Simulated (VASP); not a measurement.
# SnO (P1) in VASP: single point with PBEsol

Aim: the single point of SnO with PBEsol.

Program: VASP 6.6.1. These are calculated values, not measurements. Logs are shortened: lines on timing, memory, paths and dates and some standing lists are left out, and cuts for length are marked.

### 1 The cell of the first run

The typed cell holds 4 atoms: a = 3.316 Å, b = 5.705 Å, c = 3.894 Å, α = 90.00°, β = 90.00°, γ = 90.00°.

### 2 Single point, PBEsol (atom 3 (O) moved +0.200 Å along Cartesian [1 -1 0])

INCAR reads:

```
PREC     = Accurate       # precision mode
ENCUT    = 520            # plane-wave cutoff, eV
EDIFF    = 1E-7           # SCF threshold, eV
ISMEAR   = 0              # smearing method
SIGMA    = 0.05           # smearing width, eV
LREAL    = False          # projectors in reciprocal space
LASPH    = True           # aspherical terms in the spheres
NELM     = 60             # most SCF steps
ALGO     = Normal         # electronic algorithm
ISIF     = 2              # what is computed and relaxed
LWAVE    = False          # write WAVECAR
LCHARG   = True           # write CHGCAR
GGA      = PS             # functional
LELF     = True           # ELF
LVHAR    = True         
NBANDS   = 28             # bands
```

KPOINTS reads:

```
Automatic mesh
0
Gamma
  8 6 8
```

POSCAR reads:

```
SnO
1.0
    3.3156061815      0.0000000000      0.0000000000
    0.0000000000      5.7049851891      0.0000000000
    0.0000000000      0.0000000000      3.8941648049
Sn O
2 2
Direct
    0.0000000000      0.2337892808      0.5261742991
    0.5000000000      0.7662107192      0.0261742991
    0.0426532430      0.8605673243      0.7238267009
    0.5000000000      0.1146435918      0.2238267009
```

Potentials or basis: VASP PAW PBE potentials, release 64 (Sn_d, O).

Started as:

```console
cat potpaw_PBE.64/Sn_d/POTCAR potpaw_PBE.64/O/POTCAR > POTCAR
mpirun -np 1 vasp_std > vasp.out
```

OUTCAR:

```text
PREC = Accurate
   ENCUT = 520
   EDIFF = 1E-7
   ISMEAR = 0
   LREAL = False
   LASPH = True
   NELM = 60
   ISIF = 2
   GGA = PS

 ion  position               nearest neighbor table
   1  0.000  0.234  0.526-   4 2.14   4 2.14   3 2.27   2 3.70   2 3.70   2 3.70   2 3.70
   2  0.500  0.766  0.026-   3 1.99   4 2.13   3 2.22   1 3.70   1 3.70   1 3.70   1 3.70
   3  0.043  0.861  0.724-   2 1.99   2 2.22   1 2.27
   4  0.500  0.115  0.224-   2 2.13   1 2.14   1 2.14

  LATTYP: Found a simple orthorhombic cell.
 ALAT       =     3.3156061815
 B/A-ratio  =     1.1744955799
 C/A-ratio  =     1.7206462037

  Lattice vectors:

 A1 = (  -3.3156061815,   0.0000000000,   0.0000000000)
 A2 = (   0.0000000000,   0.0000000000,   3.8941648049)
 A3 = (   0.0000000000,   5.7049851891,   0.0000000000)

Analysis of symmetry for initial positions (statically):
=====================================================================
 Subroutine PRICEL returns:
 Original cell was already a primitive cell.

 Routine SETGRP: Setting up the symmetry group for a
 simple orthorhombic supercell.

 Subroutine GETGRP returns: Found  1 space group operations
 (whereof  1 operations were pure point group operations)
 out of a pool of  8 trial point group operations.

The static configuration has the point symmetry C_1 .

Analysis of symmetry for dynamics (positions and initial velocities):
=====================================================================
 Subroutine PRICEL returns:
 Original cell was already a primitive cell.

 Routine SETGRP: Setting up the symmetry group for a
 simple orthorhombic supercell.

 Subroutine GETGRP returns: Found  1 space group operations
 (whereof  1 operations were pure point group operations)
 out of a pool of  8 trial point group operations.

The dynamic configuration has the point symmetry C_1 .

 Subroutine INISYM returns: Found  1 space group operations
 (whereof  1 operations are pure point group operations),
 and found     1 'primitive' translations

----------------------------------------------------------------------------------------

                                     Primitive cell

  volume of cell :      73.6600

  direct lattice vectors                    reciprocal lattice vectors
     3.315606182  0.000000000  0.000000000     0.301603974  0.000000000  0.000000000
     0.000000000  5.704985189  0.000000000     0.000000000  0.175285293  0.000000000
[... 89 lines left out ...]
   EDIFF  = 0.1E-06   stopping-criterion for ELM
   LREAL  =      F    real-space projection
   EDIFFG = 0.1E-05   stopping-criterion for IOM
   NSW    =      0    number of steps for IOM
   IBRION =     -1    ionic relax: 0-MD 1-quasi-New 2-CG
   NFREE  =      0    steps in history (QN), initial steepest desc. (CG)
   ISIF   =      2    stress and relaxation
   ISYM   =      2    0-nonsym 1-usesym 2-fastsym
   POTIM  = 0.5000    time-step for ionic-motion
   TEBEG  =    0.0;   TEEND  =   0.0 temperature during run
   PSTRESS=    0.0 pullay stress
   NELECT =      40.0000    total number of electrons
   NUPDOWN=      -1.0000    fix difference up-down
   EMIN   =  10.00;   EMAX   =-10.00  energy-range for DOS
   EFERMI =   0.00;   METHOD = LEGACY
   ISMEAR =     0;   SIGMA  =   0.05  broadening in eV -4-tet -1-fermi 0-gaus
   EFERMI_NEDOS =   21; number of points for ismear=-14 and -15
   IALGO  =     38    algorithm
   IMIX   =      4    mixing-type and parameters
     AMIX     =   0.40;   BMIX     =  1.00
     AMIX_MAG =   1.60;   BMIX_MAG =  1.00
  volume/ion in A,a.u.               =      18.42       124.27
  Fermi-wavevector in a.u.,A,eV,Ry     =   1.335624  2.523963 24.271319  1.783892
  Thomas-Fermi vector in A             =   2.464314
   LORBIT       =      0    0 simple, 1 ext, 2 COOP (PROOUT), +10 PAW based schemes
   GGA     = PS    functional components
   LHFCALC =     F    Hartree Fock is set to
   AEXX    =    0.0000 exact exchange contribution
   IVDW    =     0    specifies the selected vdW correction
   LEPSILON=     F    determine dielectric tensor
   LRPA    =     F    only Hartree local field effects (RPA)
 non-spin polarized calculation
 Gauss-broadening in eV      SIGMA  =   0.05
  energy-cutoff  :      520.00
  volume of cell :       73.66
 maximum number of plane-waves:      2004
 NGX is ok and might be reduce to    28
   NGX = 13   NGY = 21   NGZ = 15

 number of electron      40.0000011 magnetization

 Free energy of the ion-electron system (eV)
  ---------------------------------------------------
  ext. energy  EPLUGINS =         0.00000000
  ---------------------------------------------------
  free energy    TOTEN  =       -23.65393237 eV

  energy without entropy =      -23.65393237  energy(sigma->0) =      -23.65393237

 E-fermi :   5.7829     XC(G=0): -10.2452

 val. band max:        5.5260157857   @ k =   0.0000   0.0000   0.0000
 cond. band min:       6.8664902644   @ k =   0.3750   0.5000   0.0000
 fundamental gap:      1.3404744788
 Fermi energy:         5.7829046530

 k-point     1 :       0.0000    0.0000    0.0000
  band No.  band energies     occupation
      1     -15.6017      2.00000
      2     -15.2845      2.00000
      3     -15.1848      2.00000
      4     -15.1462      2.00000
      5     -15.1156      2.00000
      6     -15.1008      2.00000
[... 733 lines left out ...]
     27      15.0319      0.00000
     28      16.0583      0.00000

 [... further k-points ...]

------------------------ aborting loop because EDIFF is reached ----------------------------------------

  FORCE on cell =-STRESS in cart. coord.  units (eV):
  Direction    XX          YY          ZZ          XY          YZ          ZX
  --------------------------------------------------------------------------------------
  -------------------------------------------------------------------------------------
  Total        1.0751914     -0.4319859      0.7470306     -0.0329732     -0.0524064      1.2272592
  in kB       23.3864656     -9.3961153     16.2486472     -0.7172002     -1.1398913     26.6940884
  external PRESSURE =      10.0796658 kB  Pullay stress =       0.0000000 kB

 VOLUME and BASIS-vectors are now :
 -----------------------------------------------------------------------------
  energy-cutoff  :      520.00
  volume of cell :       73.66
      direct lattice vectors                 reciprocal lattice vectors
     3.315606182  0.000000000  0.000000000     0.301603974  0.000000000  0.000000000
     0.000000000  5.704985189  0.000000000     0.000000000  0.175285293  0.000000000
     0.000000000  0.000000000  3.894164805     0.000000000  0.000000000  0.256794473

 POSITION                                       TOTAL-FORCE (eV/Angst)
 -----------------------------------------------------------------------------------
      0.00000      1.33376      2.04901         0.096894     -0.367684      0.170635
      1.65780      4.37122      0.10193         1.062005     -0.812531      0.792348
      0.14142      4.90952      2.81870        -1.389955      1.192626     -0.857217
      1.65780      0.65404      0.87162         0.231056     -0.012411     -0.105767
 -----------------------------------------------------------------------------------
    total drift:                               -0.000024      0.000256     -0.000482

  FREE ENERGIE OF THE ION-ELECTRON SYSTEM (eV)
  ---------------------------------------------------
  free  energy   TOTEN  =       -23.6539323725 eV

  energy  without entropy=      -23.6539323725  energy(sigma->0) =      -23.65393237
```

OSZICAR:

```text
N       E                     dE             d eps       ncg     rms          rms(c)
DAV:   1     0.435678150879E+03    0.43568E+03   -0.20261E+04 11300   0.216E+03
DAV:   2     0.413537378153E+02   -0.39432E+03   -0.37858E+03 11316   0.546E+02
DAV:   3    -0.237560168148E+02   -0.65110E+02   -0.64006E+02 12480   0.188E+02
DAV:   4    -0.269987112809E+02   -0.32427E+01   -0.32257E+01 12740   0.449E+01
DAV:   5    -0.270765556789E+02   -0.77844E-01   -0.77834E-01 11976   0.752E+00    0.111E+01
DAV:   6    -0.237748643647E+02    0.33017E+01   -0.15443E+01 17784   0.468E+01    0.518E+00
DAV:   7    -0.236969556867E+02    0.77909E-01   -0.19181E+00 12712   0.893E+00    0.252E+00
DAV:   8    -0.236643118041E+02    0.32644E-01   -0.32112E-01 13556   0.408E+00    0.769E-01
DAV:   9    -0.236531829490E+02    0.11129E-01   -0.44274E-02 17588   0.225E+00    0.225E-01
DAV:  10    -0.236539914627E+02   -0.80851E-03   -0.64805E-03 13452   0.783E-01    0.971E-02
DAV:  11    -0.236539347750E+02    0.56688E-04   -0.49189E-04 16108   0.203E-01    0.332E-02
DAV:  12    -0.236539388583E+02   -0.40833E-05   -0.23706E-04 15088   0.123E-01    0.265E-02
DAV:  13    -0.236539328969E+02    0.59614E-05   -0.37802E-05 16688   0.606E-02    0.104E-02
DAV:  14    -0.236539326211E+02    0.27579E-06   -0.40475E-06 13596   0.134E-02    0.314E-03
DAV:  15    -0.236539324467E+02    0.17440E-06   -0.41130E-07 13160   0.677E-03    0.117E-03
DAV:  16    -0.236539323725E+02    0.74179E-07   -0.43934E-08  6036   0.273E-03
   1 F= -.23653932E+02 E0= -.23653932E+02  d E =-.364733E-15
```

stdout:

```text
POSCAR found type information on POSCAR SnO
 POSCAR found :  2 types and       4 ions
 scaLAPACK will be used
 -----------------------------------------------------------------------------
|                                                                             |
|                                                                             |
|     You enforced a specific xc type in the INCAR file but a different       |
|     I HOPE YOU KNOW WHAT YOU ARE DOING!                                     |
|                                                                             |
 -----------------------------------------------------------------------------

 LDA part: xc-table for (Slater+PW92), standard interpolation
 POSCAR, INCAR and KPOINTS ok, starting setup
 FFT: planning ... GRIDC
 FFT: planning ... GRID_SOFT
 FFT: planning ... GRID
 WAVECAR not read
 entering main loop
```

It took 7.8 min on 1 thread of Oxide Virtual Turin-like, shared host; peak memory 0.39 GiB.

What came out:

- Free energy: -23.6539 eV
- Pressure: 1.0 GPa
- Largest force: 2.022 eV/Å
- Band gap on the k mesh: 1.34 eV (least direct gap 1.68 eV)

Forces on the atoms (eV/Å):
```
Sn   0.097 -0.368  0.171
Sn   1.062 -0.813  0.792
O   -1.390  1.193 -0.857
O    0.231 -0.012 -0.106
```

Levels at points of the mesh, in eV from the valence-band top:
| k point | band 18 | band 19 | band 20 | band 21 | band 22 | band 23 |
| --- | --- | --- | --- | --- | --- | --- |
| (0.00, 0.00, 0.00) | -2.81 | -2.30 | 0.00 | 3.13 | 3.47 | 6.07 |
| (0.50, 0.00, 0.00) | -2.66 | -1.22 | -0.84 | 2.40 | 2.83 | 5.22 |
| (0.00, 0.50, 0.00) | -2.83 | -1.86 | -1.25 | 3.04 | 4.55 | 4.97 |
| (0.50, 0.50, 0.00) | -2.63 | -1.09 | -0.63 | 1.90 | 2.18 | 6.05 |
| (0.00, 0.00, 0.50) | -3.20 | -1.39 | -1.01 | 2.46 | 2.64 | 5.05 |
| (0.50, 0.00, 0.50) | -3.42 | -1.38 | -0.95 | 2.32 | 2.44 | 4.87 |
| (0.00, 0.50, 0.50) | -2.89 | -1.56 | -1.04 | 1.87 | 2.13 | 5.55 |
| (0.50, 0.50, 0.50) | -3.67 | -0.56 | -0.23 | 2.55 | 2.71 | 4.16 |

Caveat: the cell differs from its parent crystal (atom 3 (O) moved +0.200 Å along Cartesian [1 -1 0]); the PAW data sets were made with another functional, which shifts forces and pressure a little; spin-orbit coupling is left out, which moves the levels of the heavy elements. A k mesh can miss the band edges.
